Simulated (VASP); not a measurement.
Here is a VASP 6.6.1 calculation.

File INCAR:

```
PREC = Accurate ; ENCUT = 520
EDIFF = 1E-6 ; ISMEAR = -1
SIGMA = 0.05 ; LREAL = False
LASPH = True ; NELM = 150
ALGO = Normal ; ISIF = 2
LWAVE = False ; LCHARG = True
LMAXMIX = 4 ; LDAU = True
LDAUTYPE = 2 ; LDAUL = 2 -1
LDAUU = 3 0 ; LDAUJ = 0 0
LDAUPRINT = 1 ; LELF = True
LVHAR = True ; NBANDS = 43
```

KPOINTS

```
Automatic mesh
0
Gamma
  5 5 3
```

The input POSCAR:

```
Si2W
1.0
    4.6168523821      0.0000000000      0.0000000000
   -2.3084261911      3.9983114484      0.0000000000
    0.0000000000      0.0000000000      6.6532220000
W Si
3 6
Direct
    0.5000000000      0.0000000000      0.5000000000
    0.5000000000      0.5000000000      0.8333333333
    0.0000000000      0.5000000000      0.1666666667
    0.3272520000      0.1636260000      0.1666666667
    0.8363740000      0.1636260000      0.8333333333
    0.1636260000      0.3272520000      0.5000000000
    0.6727480000      0.8363740000      0.1666666667
    0.1636260000      0.8363740000      0.8333333333
    0.8363740000      0.6727480000      0.5000000000
```

Potentials or basis: VASP PAW LDA potentials, release 64 (W_sv, Si).

Command:

```console
$ cat potpaw_LDA.64/W_sv/POTCAR potpaw_LDA.64/Si/POTCAR > POTCAR
$ mpirun -np 1 vasp_std > vasp.out
```

What does it give for the band gap on the k mesh?

0.45 eV, indirect (least direct gap 1.02 eV).

What does it give for the largest force?

0.006 eV/Å.

Predict the pressure.

-6.1 GPa.

Stress tensor (GPa, compression positive):
```
-5.84  0.00  0.00
 0.00 -5.84  0.00
 0.00  0.00 -6.63
```

Caveat: spin-orbit coupling is left out, which moves the levels of the heavy elements; the U is typed as a test and isn't derived for this compound. A k mesh can miss the band edges.
